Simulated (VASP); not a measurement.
# Ta2W (P6/mmm) in VASP: further runs

The runs below take Ta2W through single point, relaxation of cell and atoms, with r2SCAN.

Program: VASP 6.6.1. These are calculated values, not measurements. Logs are shortened: lines on timing, memory, paths and dates and some standing lists are left out, and cuts for length are marked.

## Step 1: The cell of the first run

It takes space group P6/mmm (No. 191, hexagonal). Conventional cell: a = 4.802 Å, b = 4.802 Å, c = 2.631 Å, α = 90.00°, β = 90.00°, γ = 120.00°. Within 3.5 Å of Ta (site symmetry -6m2) lie 5 Ta at 2.63 to 2.77 Å and 6 W at 3.07 Å. W (site symmetry 6/mmm) has 2 W at 2.63 Å and 12 Ta at 3.07 Å within 3.5 Å.

## Step 2: Single point, r2SCAN

The input, POSCAR:

```
Ta2W
1.0
    4.8016194103      0.0000000000      0.0000000000
   -2.4008097052      4.1583243886      0.0000000000
    0.0000000000      0.0000000000      2.6307856893
Ta W
2 1
Direct
    0.3333333333      0.6666666667      0.5000000000
    0.6666666667      0.3333333333      0.5000000000
    0.0000000000      0.0000000000      0.0000000000
```

The input, INCAR.step1:

```
PREC = Accurate
ENCUT = 520
ISMEAR = 0
SIGMA = 0.1
LREAL = F
LASPH = T
NELM = 60
NBANDS = 25
GGA = PE
ALGO = Normal
EDIFF = 1E-4
LWAVE = T
LCHARG = F
```

The input, INCAR.step2:

```
PREC = Accurate
ENCUT = 520
EDIFF = 1E-6
ISMEAR = 0
SIGMA = 0.1
LREAL = F
LASPH = T
NELM = 60
ALGO = Normal
ISIF = 2
LWAVE = F
LCHARG = F
METAGGA = R2SCAN
LMIXTAU = T
NBANDS = 25
ISTART = 1
```

The input, KPOINTS:

```
Automatic mesh
0
Gamma
  6 6 6
```

Potentials or basis: VASP PAW PBE potentials, release 64 (Ta_pv, W_sv).

Launch:

```console
$ cat potpaw_PBE.64/Ta_pv/POTCAR potpaw_PBE.64/W_sv/POTCAR > POTCAR
$ cp INCAR.step1 INCAR
$ mpirun -np 1 vasp_std > vasp.out
$ cp INCAR.step2 INCAR
$ mpirun -np 1 vasp_std > vasp.out
```

OUTCAR:

```text
PREC = Accurate
   ENCUT = 520
   EDIFF = 1E-6
   ISMEAR = 0
   LREAL = F
   LASPH = T
   NELM = 60
   ISIF = 2
   METAGGA = R2SCAN
   ISTART = 1

 ion  position               nearest neighbor table
   1  0.333  0.667  0.500-   2 2.77   2 2.77   2 2.77   3 3.07   3 3.07   3 3.07   3 3.07   3 3.07
                             3 3.07
   2  0.667  0.333  0.500-   1 2.77   1 2.77   1 2.77   3 3.07   3 3.07   3 3.07   3 3.07   3 3.07
                             3 3.07
   3  0.000  0.000  0.000-   1 3.07   2 3.07   1 3.07   2 3.07   2 3.07   2 3.07   1 3.07   1 3.07
                             2 3.07   2 3.07   1 3.07   1 3.07

  LATTYP: Found a hexagonal cell.
 ALAT       =     4.8016194103
 C/A-ratio  =     0.5478955045

  Lattice vectors:

 A1 = (   4.8016194103,   0.0000000000,   0.0000000000)
 A2 = (  -2.4008097052,   4.1583243886,   0.0000000000)
 A3 = (   0.0000000000,   0.0000000000,   2.6307856893)

Analysis of symmetry for initial positions (statically):
=====================================================================
 Subroutine PRICEL returns:
 Original cell was already a primitive cell.

 Routine SETGRP: Setting up the symmetry group for a
 hexagonal supercell.

 Subroutine GETGRP returns: Found 24 space group operations
 (whereof 24 operations were pure point group operations)
 out of a pool of 24 trial point group operations.

The static configuration has the point symmetry D_6h.

Analysis of symmetry for dynamics (positions and initial velocities):
=====================================================================
 Subroutine PRICEL returns:
 Original cell was already a primitive cell.

 Routine SETGRP: Setting up the symmetry group for a
 hexagonal supercell.

 Subroutine GETGRP returns: Found 24 space group operations
 (whereof 24 operations were pure point group operations)
 out of a pool of 24 trial point group operations.

The dynamic configuration has the point symmetry D_6h.

 Subroutine INISYM returns: Found 24 space group operations
 (whereof 24 operations are pure point group operations),
 and found     1 'primitive' translations

----------------------------------------------------------------------------------------

                                     Primitive cell

  volume of cell :      52.5281

  direct lattice vectors                    reciprocal lattice vectors
     4.801619410  0.000000000  0.000000000     0.208263070  0.120240740  0.000000000
    -2.400809705  4.158324389  0.000000000     0.000000000  0.240481479  0.000000000
     0.000000000  0.000000000  2.630785689     0.000000000  0.000000000  0.380114581

  length of vectors
     4.801619410  4.801619410  2.630785689     0.240481479  0.240481479  0.380114581

  position of ions in fractional coordinates (direct lattice)
     0.333333333  0.666666667  0.500000000
     0.666666667  0.333333333  0.500000000
     0.000000000  0.000000000  0.000000000

  ion indices of the primitive-cell ions
   primitive index   ion index
                 1           1
                 2           2
                 3           3

----------------------------------------------------------------------------------------

 KPOINTS: Automatic mesh

Automatic generation of k-mesh.
 Grid dimensions read from file:
 generate k-points for:    6    6    6

 Generating k-lattice:

  Cartesian coordinates                     Fractional coordinates (reciprocal lattice)
     0.034710512  0.020040123  0.000000000     0.166666667 -0.000000000  0.000000000
     0.000000000  0.040080247  0.000000000     0.000000000  0.166666667  0.000000000
     0.000000000  0.000000000  0.063352430     0.000000000  0.000000000  0.166666667

  Length of vectors
     0.040080247  0.040080247  0.063352430

  Shift w.r.t. Gamma in fractional coordinates (k-lattice)
     0.000000000  0.000000000  0.000000000

 Subroutine IBZKPT returns following result:
 ===========================================

 Found     28 irreducible k-points:

 Following reciprocal coordinates:
            Coordinates               Weight
  0.000000  0.000000  0.000000      1.000000
  0.166667 -0.000000  0.000000      6.000000
  0.333333 -0.000000  0.000000      6.000000
  0.500000 -0.000000  0.000000      3.000000
  0.166667  0.166667  0.000000      6.000000
  0.333333  0.166667  0.000000     12.000000
[... 16 lines left out ...]
  0.166667 -0.000000  0.500000      6.000000
  0.333333 -0.000000  0.500000      6.000000
 [... further k-points ...]
   k-points           NKPTS =     28   k-points in BZ     NKDIM =     28   number of bands    NBANDS=     25
   number of dos      NEDOS =    301   number of ions     NIONS =      3
   total plane-waves  NPLWV =  25920
   dimension x,y,z NGX =    36 NGY =   36 NGZ =   20
   dimension x,y,z NGXF=    72 NGYF=   72 NGZF=   40
   ions per type =               2   1
   NGX,Y,Z   is equivalent  to a cutoff of  12.46, 12.46, 12.64 a.u.
   NGXF,Y,Z  is equivalent  to a cutoff of  24.93, 24.93, 25.28 a.u.
 SYSTEM =  unknown system
   PREC   = accura    normal or accurate (medium, high low for compatibility)
   ISTART =      1    job   : 0-new  1-cont  2-samecut
   ICHARG =      0    charge: 1-file 2-atom 10-const
   ISPIN  =      1    spin polarized calculation?
   LNONCOLLINEAR =      F non collinear calculations
   LSORBIT =      F    spin-orbit coupling
   LASPH  =      T    aspherical Exc in radial PAW
   ENCUT  =  520.0 eV  38.22 Ry    6.18 a.u.   8.93  8.93  4.89*2*pi/ulx,y,z
   NELM   =     60;   NELMIN=  2; NELMDL=  0     # of ELM steps
   EDIFF  = 0.1E-05   stopping-criterion for ELM
   LREAL  =      F    real-space projection
   EDIFFG = 0.1E-04   stopping-criterion for IOM
   NSW    =      0    number of steps for IOM
   IBRION =     -1    ionic relax: 0-MD 1-quasi-New 2-CG
   NFREE  =      0    steps in history (QN), initial steepest desc. (CG)
   ISIF   =      2    stress and relaxation
   ISYM   =      2    0-nonsym 1-usesym 2-fastsym
   POTIM  = 0.5000    time-step for ionic-motion
   TEBEG  =    0.0;   TEEND  =   0.0 temperature during run
   PSTRESS=    0.0 pullay stress
   NELECT =      36.0000    total number of electrons
   NUPDOWN=      -1.0000    fix difference up-down
   EMIN   =  10.00;   EMAX   =-10.00  energy-range for DOS
   EFERMI =   0.00;   METHOD = LEGACY
   ISMEAR =     0;   SIGMA  =   0.10  broadening in eV -4-tet -1-fermi 0-gaus
   EFERMI_NEDOS =   21; number of points for ismear=-14 and -15
   IALGO  =     38    algorithm
   IMIX   =      4    mixing-type and parameters
     AMIX     =   0.40;   BMIX     =  1.00
     AMIX_MAG =   1.60;   BMIX_MAG =  1.00
  volume/ion in A,a.u.               =      17.51       118.16
  Fermi-wavevector in a.u.,A,eV,Ry     =   1.443373  2.727579 28.345352  2.083325
  Thomas-Fermi vector in A             =   2.561788
   LORBIT       =      0    0 simple, 1 ext, 2 COOP (PROOUT), +10 PAW based schemes
   METAGGA = R2SCAN    functional components
   LHFCALC =     F    Hartree Fock is set to
   AEXX    =    0.0000 exact exchange contribution
   IVDW    =     0    specifies the selected vdW correction
   LEPSILON=     F    determine dielectric tensor
   LRPA    =     F    only Hartree local field effects (RPA)
 non-spin polarized calculation
 Gauss-broadening in eV      SIGMA  =   0.10
  energy-cutoff  :      520.00
  volume of cell :       52.53
 maximum number of plane-waves:      1438
 NGX is ok and might be reduce to    36
   NGX = 17   NGY = 17   NGZ =  9

 number of electron      36.0000005 magnetization

 Free energy of the ion-electron system (eV)
  ---------------------------------------------------
  ext. energy  EPLUGINS =         0.00000000
  ---------------------------------------------------
  free energy    TOTEN  =      -147.52802995 eV

  energy without entropy =     -147.51614956  energy(sigma->0) =     -147.52208976

 E-fermi :   7.0199     XC(G=0): -14.0284

 val. band max:        6.9835419222   @ k =   0.1667   0.1667   0.1667
 cond. band min:       7.1158719041   @ k =   0.0000   0.0000   0.5000
 fundamental gap:      0.1323299818
 Fermi energy:         7.0199250247

 k-point     1 :       0.0000    0.0000    0.0000
  band No.  band energies     occupation
      1     -68.5872      2.00000
      2     -32.1626      2.00000
      3     -32.1626      2.00000
      4     -31.4110      2.00000
      5     -28.4717      2.00000
      6     -28.4717      2.00000
[... 17 lines left out ...]
     24      11.2497      0.00000
     25      14.0975      0.00000

 k-point     2 :       0.1667   -0.0000    0.0000
  band No.  band energies     occupation
      1     -68.5872      2.00000
      2     -32.1650      2.00000
      3     -32.1612      2.00000
      4     -31.4107      2.00000
      5     -28.4794      2.00000
      6     -28.4289      2.00000
[... 17 lines left out ...]
     24      11.7187      0.00000
     25      13.5396      0.00000

 k-point     3 :       0.3333   -0.0000    0.0000
  band No.  band energies     occupation
      1     -68.5872      2.00000
      2     -32.1697      2.00000
      3     -32.1570      2.00000
      4     -31.4102      2.00000
      5     -28.4940      2.00000
      6     -28.3436      2.00000
[... 17 lines left out ...]
     24      12.2266      0.00000
     25      12.9632      0.00000

 k-point     4 :       0.5000   -0.0000    0.0000
  band No.  band energies     occupation
      1     -68.5872      2.00000
      2     -32.1721      2.00000
      3     -32.1543      2.00000
      4     -31.4099      2.00000
      5     -28.5009      2.00000
      6     -28.3010      2.00000
[... 17 lines left out ...]
     24      11.4731      0.00000
     25      12.5555      0.00000

 k-point     5 :       0.1667    0.1667    0.0000
  band No.  band energies     occupation
      1     -68.5872      2.00000
      2     -32.1670      2.00000
      3     -32.1595      2.00000
      4     -31.4103      2.00000
      5     -28.5055      2.00000
      6     -28.3465      2.00000
[... 17 lines left out ...]
     24      12.3211      0.00000
     25      12.9070      0.00000

 k-point     6 :       0.3333    0.1667    0.0000
  band No.  band energies     occupation
      1     -68.5872      2.00000
      2     -32.1684      2.00000
      3     -32.1572      2.00000
      4     -31.4099      2.00000
      5     -28.5381      2.00000
      6     -28.2417      2.00000
[... 17 lines left out ...]
     24      11.8290      0.00000
     25      12.7773      0.00000
[... 393 lines left out ...]
 k-point    21 :       0.3333    0.3333    0.3333
  band No.  band energies     occupation
      1     -68.5071      2.00000
      2     -32.4214      2.00000
      3     -32.0409      2.00000
      4     -32.0409      2.00000
      5     -28.3778      2.00000
      6     -28.3020      2.00000
[... 17 lines left out ...]
     24      12.0634      0.00000
     25      12.0634      0.00000

 k-point    22 :       0.0000    0.0000    0.5000
  band No.  band energies     occupation
      1     -68.4802      2.00000
      2     -32.7237      2.00000
      3     -31.9924      2.00000
      4     -31.9924      2.00000
      5     -28.8223      2.00000
      6     -28.5797      2.00000
[... 17 lines left out ...]
     24      12.1690      0.00000
     25      14.8891      0.00000

 k-point    23 :       0.1667   -0.0000    0.5000
  band No.  band energies     occupation
      1     -68.4802      2.00000
      2     -32.7256      2.00000
      3     -31.9958      2.00000
      4     -31.9926      2.00000
      5     -28.8036      2.00000
      6     -28.5942      2.00000
[... 17 lines left out ...]
     24      11.9535      0.00000
     25      14.0811      0.00000

 k-point    24 :       0.3333   -0.0000    0.5000
  band No.  band energies     occupation
      1     -68.4802      2.00000
      2     -32.7297      2.00000
      3     -32.0026      2.00000
      4     -31.9930      2.00000
      5     -28.7586      2.00000
      6     -28.6309      2.00000
[... 17 lines left out ...]
     24      11.3697      0.00000
     25      12.7636      0.00000

 [... further k-points ...]

------------------------ aborting loop because EDIFF is reached ----------------------------------------

  FORCE on cell =-STRESS in cart. coord.  units (eV):
  Direction    XX          YY          ZZ          XY          YZ          ZX
  --------------------------------------------------------------------------------------
  -------------------------------------------------------------------------------------
  Total        0.3132455      0.3132455      0.3954995     -0.0000000      0.0000000     -0.0000000
  in kB        9.5544097      9.5544097     12.0632658     -0.0000000      0.0000000     -0.0000000
  external PRESSURE =      10.3906951 kB  Pullay stress =       0.0000000 kB

 VOLUME and BASIS-vectors are now :
 -----------------------------------------------------------------------------
  energy-cutoff  :      520.00
  volume of cell :       52.53
      direct lattice vectors                 reciprocal lattice vectors
     4.801619410  0.000000000  0.000000000     0.208263070  0.120240740  0.000000000
    -2.400809705  4.158324389  0.000000000     0.000000000  0.240481479  0.000000000
     0.000000000  0.000000000  2.630785689     0.000000000  0.000000000  0.380114581

 POSITION                                       TOTAL-FORCE (eV/Angst)
 -----------------------------------------------------------------------------------
     -0.00000      2.77222      1.31539         0.000000     -0.000000      0.000000
      2.40081      1.38611      1.31539        -0.000000      0.000000     -0.000000
      0.00000      0.00000      0.00000         0.000000      0.000000     -0.000000
 -----------------------------------------------------------------------------------
    total drift:                                0.000000      0.000000     -0.000000

  FREE ENERGIE OF THE ION-ELECTRON SYSTEM (eV)
  ---------------------------------------------------
  free  energy   TOTEN  =      -147.5280299510 eV

  energy  without entropy=     -147.5161495610  energy(sigma->0) =     -147.52208976
```

Run time: 96 s. Hardware: 1 thread of AMD EPYC 7R13 (Zen 3), shared host; peak memory 0.16 GiB.

Results:

| Item | Value |
| --- | --- |
| Free energy | -147.5280 eV |
| Pressure | 1.0 GPa |
| Band gap on the k mesh | zero (bands 18 and 19 overlap by 1.58 eV) |

Levels at points of the mesh, in eV from the Fermi level:
| k point | band 14 | band 15 | band 16 | band 17 | band 18 | band 19 | band 20 | band 21 | band 22 | band 23 |
| --- | --- | --- | --- | --- | --- | --- | --- | --- | --- | --- |
| (0.00, 0.00, 0.00) | -1.97 | -1.97 | -1.83 | -1.83 | -1.48 | 0.79 | 0.79 | 3.05 | 3.05 | 4.23 |
| (0.50, 0.00, 0.00) | -2.69 | -1.96 | -1.73 | -1.71 | -1.32 | 0.59 | 2.36 | 3.03 | 3.23 | 4.44 |
| (0.00, 0.00, 0.50) | -3.67 | -3.38 | -2.18 | 0.10 | 0.10 | 1.72 | 1.72 | 3.69 | 3.69 | 5.15 |
| (0.50, 0.00, 0.50) | -3.21 | -1.39 | -1.16 | -0.91 | 0.19 | 0.87 | 1.09 | 2.47 | 4.01 | 4.18 |

Caveat: the k points lie up to 0.40 Å⁻¹ apart, too coarse for converged energies and pressures of a metal; the PAW data sets were made with another functional, which shifts forces and pressure a little; spin-orbit coupling is left out, which moves the levels of the heavy elements.

(Part 1 of 2 ends here.)

The gap in the log of VASP goes by the Fermi energy; the results here count the filled bands.